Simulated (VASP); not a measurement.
BW16 (a cell with a defect): single point with LDA

System: BW16 (a cell with a defect).

```
W B
1.0
     6.32000    0.00000    0.00000
     0.00000    6.32000    0.00000
     0.00000    0.00000    6.32000
W B
16 1
Direct
  0.02203 0.98176 0.94207
  0.50407 0.99226 0.99479
  0.02737 0.49869 0.99495
  0.93861 0.04457 0.56383
  0.24576 0.24097 0.23340
  0.49066 0.53141 0.01068
  0.51456 0.02805 0.47375
  0.75478 0.26869 0.22875
  0.01074 0.49859 0.50184
  0.23812 0.75804 0.28296
  0.25908 0.25843 0.72878
  0.51559 0.50176 0.49025
  0.74997 0.75986 0.26924
  0.72991 0.27237 0.80160
  0.27915 0.73554 0.72038
  0.73454 0.73937 0.76226
  0.98592 0.99283 0.24097
```

| Item | Value |
| --- | --- |
| Program | VASP 6.6.1 |
| Task | single point |
| Functional | LDA |
| Potentials or basis | VASP PAW LDA potentials, release 64 (W_sv, B) |
| Cutoff | 520 eV |
| k mesh | 2 × 2 × 2 |
| Occupations | fermi-dirac, width 0.15 eV |
| Spin | no spin polarisation |
| Dipole correction | no |
| Further INCAR settings | LREAL = Auto; ALGO = Normal; EDIFF = 1e-06; NBANDS = 128 |

```yaml
Pressure: 10.3 GPa
Largest_force: 4.195 eV/Å
Band_gap_on_the_k_mesh: zero (an odd number of electrons rules out a gap without spin polarisation)
```

Forces on the atoms (eV/Å):
```
W   -0.156 -0.057 -0.569
W   -1.269  0.777  0.124
W   -1.155  1.262  0.168
W    2.425 -1.156 -3.223
W   -0.052  0.239  0.779
W    0.183 -2.286  0.173
W   -1.243 -0.904  2.039
W    0.649 -0.781  1.346
W   -1.389 -0.248  0.037
W    0.519  0.299 -2.057
W    1.360  0.188  0.951
W   -0.526 -0.259  0.511
W    0.553 -0.881 -1.455
W   -0.375  0.771 -2.330
W   -1.642  1.667  1.035
W    1.235  0.019 -0.506
B    0.881  1.349  2.977
```

Stress tensor (GPa, compression positive):
```
 6.77  1.29  0.45
 1.29  6.38 -0.88
 0.45 -0.88 17.65
```

Levels at points of the mesh, in eV from the Fermi level:
```
           k point  band 110  band 111  band 112  band 113  band 114  band 115  band 116  band 117
(0.00, 0.00, 0.00)     -0.31     -0.25     -0.01      0.16      0.42      0.60      0.64      0.78
(0.50, 0.00, 0.00)     -0.73     -0.57     -0.28     -0.14     -0.01      0.08      0.30      0.62
(0.00, 0.50, 0.00)     -0.72     -0.69     -0.41     -0.07      0.08      0.14      0.24      0.52
(0.00, 0.00, 0.50)     -0.68     -0.48     -0.34     -0.22     -0.03      0.19      0.35      0.48
(0.50, 0.50, 0.00)     -1.02     -0.59     -0.39     -0.29      0.05      0.16      0.35      0.76
(0.00, 0.50, 0.50)     -1.03     -0.67     -0.57     -0.43     -0.30      0.02      0.10      0.48
(0.50, 0.00, 0.50)     -0.90     -0.77     -0.66     -0.38     -0.18     -0.13      0.20      0.40
(0.50, 0.50, 0.50)     -1.87     -1.69     -1.60     -0.89      0.48      0.91      1.10      1.26
```

Run time: 6.8 min on 1 thread of Intel(R) Xeon(R) Platinum 8488C (Sapphire Rapids), on a shared host, peak memory 0.36 GiB.

Caveat: the k points lie up to 0.50 Å⁻¹ apart, too coarse for converged energies and pressures of a metal; spin-orbit coupling is left out, which moves the levels of the heavy elements.
